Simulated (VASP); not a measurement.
Runs of VASP 6.6.1 on Cs. The structure is that of space group Fm-3m (No. 225), or close to it. The cells are those of the table. This isn't the form of Cs at room conditions, which is bcc.

```tsv
task	level	cell	cutoff (eV)	gap on the mesh (eV)	pressure (GPa)	relaxed volume (Å³/atom)
relaxation of cell and atoms	BLYP+D3(BJ)	relaxed from a = 4.231 Å, angles 60.0°, 1 atom	600	none	0.0	107.81
single point	r2SCAN+D4	a = 5.595 Å, angles 60.0°, 1 atom	520	none	0.0	-
relaxation of cell and atoms	r2SCAN+D4	relaxed from a = 4.231 Å, angles 60.0°, 1 atom	600	none	0.0	121.79
single point	PBEsol	a = 5.384 Å, angles 60.0°, 1 atom	520	none	0.0	-
single point	BLYP+D3(BJ)	a = 5.335 Å, angles 60.0°, 1 atom	520	none	0.0	-
relaxation of cell and atoms	PBEsol	relaxed from a = 4.231 Å, angles 60.0°, 1 atom	600	none	0.0	(a)
```

Alike in all rows: potentials or basis VASP PAW PBE potentials, release 64 (Cs_sv); no spin polarisation; k mesh 6 × 6 × 6; smearing methfessel-paxton 0.1 eV.

Task: Fill in the values left out.

Result: (a) 110.29.

Caveats: the PAW data sets were made with another functional, which shifts forces and pressure a little; spin-orbit coupling is left out, which moves the levels of the heavy elements; the volume moved by over 15 % at a fixed basis, so the end points are rough (at least some runs).

A k mesh can miss the band edges, and the runs leave out spin-orbit coupling on Cs.

A gap of «none» marks levels without a gap at the run's occupations.
